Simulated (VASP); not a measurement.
# P (C2/m) in VASP: single point with PBE

Aim: the single point of P with PBE.

All numbers are computed with VASP 6.6.1; they aren't measurements. Logs are shortened: lines on timing, memory, paths and dates and some standing lists are left out, and cuts for length are marked.

## (1) The cell of the first run

The typed cell holds 2 atoms: a = 3.481 Å, b = 3.481 Å, c = 3.667 Å, α = 118.33°, β = 118.33°, γ = 60.02°.

## (2) Single point, PBE

Input file INCAR:

```
PREC = Accurate
ENCUT = 520
EDIFF = 1E-7
ISMEAR = 0
SIGMA = 0.1
LREAL = F
LASPH = T
NELM = 100
ALGO = Normal
ISIF = 2
LWAVE = F
LCHARG = T
GGA = PE
LELF = T
LVHAR = T
NBANDS = 12
```

Input file KPOINTS:

```
regular mesh
0
Gamma
  20 20 18
```

Input file POSCAR:

```
P
1.0
    3.0139746198     -1.7408286099     -0.0017093391
    3.0139746198      1.7408286099     -0.0017093391
   -2.0074760969      0.0000000000      3.0684262956
P
2
Direct
    0.2294352444      0.2294352444      0.6882723725
    0.7705647556      0.7705647556      0.3117276275
```

Potentials or basis: VASP PAW PBE potentials, release 64 (P).

Command:

```bash
$ cat potpaw_PBE.64/P/POTCAR > POTCAR
$ mpirun -np 1 vasp_std > vasp.out
```

OUTCAR:

```text
PREC = Accurate
   ENCUT = 520
   EDIFF = 1E-7
   ISMEAR = 0
   LREAL = F
   LASPH = T
   NELM = 100
   ISIF = 2
   GGA = PE

 ion  position               nearest neighbor table
   1  0.229  0.229  0.688-   2 2.32   2 2.32   2 2.32   2 2.77   2 2.77   2 2.77
   2  0.771  0.771  0.312-   1 2.32   1 2.32   1 2.32   1 2.77   1 2.77   1 2.77

  LATTYP: Found a base centered monoclinic cell.
 ALAT       =     6.0279502090
 B/A-ratio  =     0.5775855969
 C/A-ratio  =     0.6082946271
 COS(beta)  =    -0.5479525974

  Lattice vectors:

 A1 = (   3.0139746198,  -1.7408286099,  -0.0017093391)
 A2 = (   3.0139746198,   1.7408286099,  -0.0017093391)
 A3 = (  -2.0074760969,   0.0000000000,   3.0684262956)

Analysis of symmetry for initial positions (statically):
=====================================================================
 Subroutine PRICEL returns:
 Original cell was already a primitive cell.

 Routine SETGRP: Setting up the symmetry group for a
 base centered monoclinic supercell.

 Subroutine GETGRP returns: Found  4 space group operations
 (whereof  4 operations were pure point group operations)
 out of a pool of  4 trial point group operations.

The static configuration has the point symmetry C_2h.

Analysis of symmetry for dynamics (positions and initial velocities):
=====================================================================
 Subroutine PRICEL returns:
 Original cell was already a primitive cell.

 Routine SETGRP: Setting up the symmetry group for a
 base centered monoclinic supercell.

 Subroutine GETGRP returns: Found  4 space group operations
 (whereof  4 operations were pure point group operations)
 out of a pool of  4 trial point group operations.

The dynamic configuration has the point symmetry C_2h.

 Subroutine INISYM returns: Found  4 space group operations
 (whereof  4 operations are pure point group operations),
 and found     1 'primitive' translations

----------------------------------------------------------------------------------------

                                     Primitive cell

  volume of cell :      32.1870

  direct lattice vectors                    reciprocal lattice vectors
     3.013974620 -1.740828610 -0.001709339     0.165955475 -0.287219544  0.108574108
     3.013974620  1.740828610 -0.001709339     0.165955475  0.287219544  0.108574108
    -2.007476097  0.000000000  3.068426296     0.000184899  0.000000000  0.326020925

  length of vectors
     3.480593366  3.480593366  3.666769724     0.349033843  0.349033843  0.326020978

  position of ions in fractional coordinates (direct lattice)
     0.229435244  0.229435244  0.688272373
     0.770564756  0.770564756  0.311727627

  ion indices of the primitive-cell ions
   primitive index   ion index
                 1           1
                 2           2

----------------------------------------------------------------------------------------

 KPOINTS: regular mesh

Automatic generation of k-mesh.
 Grid dimensions read from file:
 generate k-points for:   20   20   18

 Generating k-lattice:

  Cartesian coordinates                     Fractional coordinates (reciprocal lattice)
     0.008297774 -0.014360977  0.005428705     0.050000000  0.000000000 -0.000000000
     0.008297774  0.014360977  0.005428705     0.000000000  0.050000000 -0.000000000
     0.000010272  0.000000000  0.018112274     0.000000000  0.000000000  0.055555556

  Length of vectors
     0.017451692  0.017451692  0.018112277

  Shift w.r.t. Gamma in fractional coordinates (k-lattice)
     0.000000000  0.000000000  0.000000000

 Subroutine IBZKPT returns following result:
 ===========================================

 Found   1902 irreducible k-points:

 Following reciprocal coordinates:
            Coordinates               Weight
  0.000000  0.000000  0.000000      1.000000
  0.050000  0.000000  0.000000      4.000000
  0.100000  0.000000  0.000000      4.000000
  0.150000  0.000000  0.000000      4.000000
  0.200000  0.000000  0.000000      4.000000
  0.250000 -0.000000  0.000000      4.000000
[... 16 lines left out ...]
 -0.400000  0.050000 -0.000000      4.000000
 -0.350000  0.050000 -0.000000      4.000000
 [... further k-points ...]
   k-points           NKPTS =   1902   k-points in BZ     NKDIM =   1902   number of bands    NBANDS=     12
   number of dos      NEDOS =    301   number of ions     NIONS =      2
   total plane-waves  NPLWV =  21952
   dimension x,y,z NGX =    28 NGY =   28 NGZ =   28
   dimension x,y,z NGXF=    56 NGYF=   56 NGZF=   56
   ions per type =               2
   NGX,Y,Z   is equivalent  to a cutoff of  13.37, 13.37, 12.69 a.u.
   NGXF,Y,Z  is equivalent  to a cutoff of  26.75, 26.75, 25.39 a.u.
 SYSTEM =  unknown system
   PREC   = accura    normal or accurate (medium, high low for compatibility)
   ISTART =      0    job   : 0-new  1-cont  2-samecut
   ICHARG =      2    charge: 1-file 2-atom 10-const
   ISPIN  =      1    spin polarized calculation?
   LNONCOLLINEAR =      F non collinear calculations
   LSORBIT =      F    spin-orbit coupling
   LASPH  =      T    aspherical Exc in radial PAW
   ENCUT  =  520.0 eV  38.22 Ry    6.18 a.u.   6.47  6.47  6.82*2*pi/ulx,y,z
   NELM   =    100;   NELMIN=  2; NELMDL= -5     # of ELM steps
   EDIFF  = 0.1E-06   stopping-criterion for ELM
   LREAL  =      F    real-space projection
   EDIFFG = 0.1E-05   stopping-criterion for IOM
   NSW    =      0    number of steps for IOM
   IBRION =     -1    ionic relax: 0-MD 1-quasi-New 2-CG
   NFREE  =      0    steps in history (QN), initial steepest desc. (CG)
   ISIF   =      2    stress and relaxation
   ISYM   =      2    0-nonsym 1-usesym 2-fastsym
   POTIM  = 0.5000    time-step for ionic-motion
   TEBEG  =    0.0;   TEEND  =   0.0 temperature during run
   PSTRESS=    0.0 pullay stress
   NELECT =      10.0000    total number of electrons
   NUPDOWN=      -1.0000    fix difference up-down
   EMIN   =  10.00;   EMAX   =-10.00  energy-range for DOS
[... 5 lines left out ...]
     AMIX     =   0.40;   BMIX     =  1.00
     AMIX_MAG =   1.60;   BMIX_MAG =  1.00
  volume/ion in A,a.u.               =      16.09       108.60
  Fermi-wavevector in a.u.,A,eV,Ry     =   1.108787  2.095304 16.727119  1.229409
  Thomas-Fermi vector in A             =   2.245319
   LORBIT       =      0    0 simple, 1 ext, 2 COOP (PROOUT), +10 PAW based schemes
   GGA     = PE    functional components
   LHFCALC =     F    Hartree Fock is set to
[... 5 lines left out ...]
 Gauss-broadening in eV      SIGMA  =   0.10
  energy-cutoff  :      520.00
  volume of cell :       32.19
 maximum number of plane-waves:       890
 NGX is ok and might be reduce to    28
   NGX = 13   NGY = 13   NGZ = 13

 number of electron      10.0000001 magnetization

 Free energy of the ion-electron system (eV)
  ---------------------------------------------------
  ext. energy  EPLUGINS =         0.00000000
  ---------------------------------------------------
  free energy    TOTEN  =       -10.65058303 eV

  energy without entropy =      -10.64911038  energy(sigma->0) =      -10.64984670

 E-fermi :   8.9616     XC(G=0): -10.7797

 val. band max:        8.9461903380   @ k =   0.1500  -0.0000   0.1111
 cond. band min:       8.9670195186   @ k =  -0.4500   0.5000   0.4444
 fundamental gap:      0.0208291806
 Fermi energy:         8.9615866063

 k-point     1 :       0.0000    0.0000    0.0000
  band No.  band energies     occupation
      1      -7.4598      2.00000
      2       5.5510      2.00000
      3       6.0030      2.00000
      4       6.0987      2.00000
      5       6.1018      2.00000
      6      10.5489      0.00000
      7      11.7791      0.00000
      8      11.7825      0.00000
      9      14.5726      0.00000
     10      14.5784      0.00000
     11      15.7756      0.00000
     12      15.9306      0.00000

 k-point     2 :       0.0500    0.0000    0.0000
  band No.  band energies     occupation
      1      -7.4196      2.00000
      2       4.9653      2.00000
      3       5.9998      2.00000
      4       6.0741      2.00000
      5       6.5175      2.00000
      6      10.6531      0.00000
      7      11.7592      0.00000
      8      11.7632      0.00000
      9      14.3238      0.00000
     10      14.3307      0.00000
     11      15.1238      0.00000
     12      16.3816      0.00000

 k-point     3 :       0.1000    0.0000    0.0000
  band No.  band energies     occupation
      1      -7.2991      2.00000
      2       4.0738      2.00000
      3       5.9399      2.00000
      4       5.9994      2.00000
      5       6.9973      2.00000
      6      10.8464      0.00000
      7      11.6432      0.00000
      8      11.7312      0.00000
      9      13.7585      0.00000
     10      14.0746      0.00000
     11      14.8051      0.00000
     12      17.2786      0.00000

 k-point     4 :       0.1500    0.0000    0.0000
  band No.  band energies     occupation
      1      -7.0987      2.00000
      2       3.1001      2.00000
      3       5.8659      2.00000
      4       5.8925      2.00000
      5       7.3636      2.00000
      6      10.8602      0.00000
      7      11.3402      0.00000
      8      11.6397      0.00000
      9      13.4925      0.00000
     10      14.1755      0.00000
     11      14.6804      0.00000
     12      18.3395      0.00000

 k-point     5 :       0.2000    0.0000    0.0000
  band No.  band energies     occupation
      1      -6.8193      2.00000
      2       2.0936      2.00000
      3       5.7715      2.00000
      4       5.8017      2.00000
      5       7.6353      2.00000
      6      10.6358      0.00000
      7      10.9104      0.00000
      8      11.2583      0.00000
      9      13.8941      0.00000
     10      14.6124      0.00000
     11      14.7270      0.00000
     12      19.4992      0.00000

 k-point     6 :       0.2500   -0.0000    0.0000
  band No.  band energies     occupation
      1      -6.4624      2.00000
      2       1.0857      2.00000
      3       5.6529      2.00000
      4       5.7616      2.00000
      5       7.8364      2.00000
      6      10.2509      0.00000
      7      10.4579      0.00000
      8      10.7781      0.00000
      9      14.6907      0.00000
     10      14.9762      0.00000
     11      15.2840      0.00000
     12      20.7307      0.00000

 k-point     7 :       0.3000    0.0000    0.0000
  band No.  band energies     occupation
      1      -6.0301      2.00000
      2       0.0994      2.00000
      3       5.5477      2.00000
      4       5.7522      2.00000
      5       7.9888      2.00000
      6       9.7873      0.00000
      7      10.0448      0.00000
      8      10.3552      0.00000
      9      15.4189      0.00000
     10      15.6665      0.00000
     11      16.1239      0.00000
     12      22.0108      0.00000

 k-point     8 :       0.3500   -0.0000    0.0000
  band No.  band energies     occupation
      1      -5.5267      2.00000
      2      -0.8470      2.00000
      3       5.4630      2.00000
      4       5.7713      2.00000
      5       8.1070      2.00000
      6       9.3552      0.00000
      7       9.7025      0.00000
      8       9.9883      0.00000
      9      16.0509      0.00000
     10      16.7207      0.00000
     11      17.0964      0.00000
     12      22.4734      0.00000
[... 166 lines left out ...]
 k-point    20 :       0.4500    0.0500   -0.0000
  band No.  band energies     occupation
      1      -4.5530      2.00000
      2      -2.2292      2.00000
      3       5.0871      2.00000
      4       5.6941      2.00000
      5       7.9385      2.00000
      6       9.1185      0.02644
      7       9.3888      0.00000
      8      10.1105      0.00000
      9      17.5403      0.00000
     10      17.8902      0.00000
     11      19.3747      0.00000
     12      20.3813      0.00000

 k-point    21 :       0.5000    0.0500    0.0000
  band No.  band energies     occupation
      1      -4.0297      2.00000
      2      -2.8652      2.00000
      3       5.0412      2.00000
      4       5.8110      2.00000
      5       7.8385      2.00000
      6       8.9936      0.65026
      7       9.2894      0.00000
      8      10.0542      0.00000
      9      18.2029      0.00000
     10      18.6909      0.00000
     11      19.6087      0.00000
     12      20.5202      0.00000

 k-point    22 :      -0.4500    0.0500    0.0000
  band No.  band energies     occupation
      1      -4.1425      2.00000
      2      -2.7356      2.00000
      3       5.0126      2.00000
      4       5.9334      2.00000
      5       7.7756      2.00000
      6       8.9683      0.92439
      7       9.2288      0.00016
      8      10.1414      0.00000
      9      17.5500      0.00000
     10      18.8452      0.00000
     11      20.0147      0.00000
     12      20.5154      0.00000

 k-point    23 :      -0.4000    0.0500   -0.0000
  band No.  band energies     occupation
      1      -4.7126      2.00000
      2      -2.0193      2.00000
      3       5.0085      2.00000
      4       6.0343      2.00000
      5       7.7552      2.00000
      6       9.0756      0.10688
      7       9.2259      0.00019
      8      10.3286      0.00000
      9      16.6898      0.00000
     10      17.7834      0.00000
     11      19.5527      0.00000
     12      21.2064      0.00000

 k-point    24 :      -0.3500    0.0500   -0.0000
  band No.  band energies     occupation
      1      -5.2940      2.00000
      2      -1.1650      2.00000
      3       5.0347      2.00000
      4       6.1004      2.00000
      5       7.7571      2.00000
      6       9.3035      0.00000
      7       9.3368      0.00000
      8      10.5744      0.00000
      9      15.9079      0.00000
     10      16.7001      0.00000
     11      18.4237      0.00000
     12      22.0976      0.00000

 [... further k-points ...]
[... 5 lines left out ...]
  --------------------------------------------------------------------------------------
  -------------------------------------------------------------------------------------
  Total       -0.0692605     -0.0687698     -0.0248534      0.0000000      0.0000000     -0.0004559
  in kB       -3.4475914     -3.4231667     -1.2371349      0.0000000      0.0000000     -0.0226937
  external PRESSURE =      -2.7026310 kB  Pullay stress =       0.0000000 kB

 VOLUME and BASIS-vectors are now :
 -----------------------------------------------------------------------------
  energy-cutoff  :      520.00
  volume of cell :       32.19
      direct lattice vectors                 reciprocal lattice vectors
     3.013974620 -1.740828610 -0.001709339     0.165955475 -0.287219544  0.108574108
     3.013974620  1.740828610 -0.001709339     0.165955475  0.287219544  0.108574108
    -2.007476097  0.000000000  3.068426296     0.000184899  0.000000000  0.326020925

 POSITION                                       TOTAL-FORCE (eV/Angst)
 -----------------------------------------------------------------------------------
      0.00133      0.00000      2.11113        -0.000179      0.000000     -0.045459
      4.01914      0.00000      0.95388         0.000179      0.000000      0.045459
 -----------------------------------------------------------------------------------
    total drift:                               -0.000000      0.000000      0.000000

  FREE ENERGIE OF THE ION-ELECTRON SYSTEM (eV)
  ---------------------------------------------------
  free  energy   TOTEN  =       -10.6505830279 eV

  energy  without entropy=      -10.6491103807  energy(sigma->0) =      -10.64984670
```

It took 5.1 min on 1 thread of Intel Xeon 6975P-C (Granite Rapids), shared host; peak memory 0.62 GiB.

What came out:

```
Free energy            : -10.6506 eV
Pressure               : -0.3 GPa
Largest force          : 0.045 eV/Å
Band gap on the k mesh : zero (band 5 reaches 9.61 eV, above the bottom of band 6 at 8.62 eV)
```

Forces on the atoms (eV/Å):
```
P    0.000  0.000 -0.045
P    0.000  0.000  0.045
```

Levels at points of the mesh, in eV from the Fermi level:
| k point | band 2 | band 3 | band 4 | band 5 | band 6 | band 7 | band 8 | band 9 |
| --- | --- | --- | --- | --- | --- | --- | --- | --- |
| (0.00, 0.00, 0.00) | -3.41 | -2.96 | -2.86 | -2.86 | 1.59 | 2.82 | 2.82 | 5.61 |
| (0.50, 0.00, 0.00) | -11.93 | -3.61 | -3.10 | -0.75 | -0.09 | 0.28 | 0.37 | 9.31 |
| (0.50, 0.50, 0.00) | -9.82 | -6.96 | -5.43 | -5.36 | 0.23 | 6.25 | 7.37 | 8.51 |
| (0.00, 0.00, 0.50) | -11.00 | -2.74 | -2.74 | -0.34 | -0.34 | 0.04 | 2.09 | 9.00 |
| (0.50, 0.00, 0.50) | -9.82 | -6.96 | -5.42 | -5.36 | 0.24 | 6.25 | 7.37 | 8.51 |
| (0.50, 0.50, 0.50) | -11.92 | -3.61 | -3.10 | -0.76 | -0.09 | 0.27 | 0.37 | 9.32 |
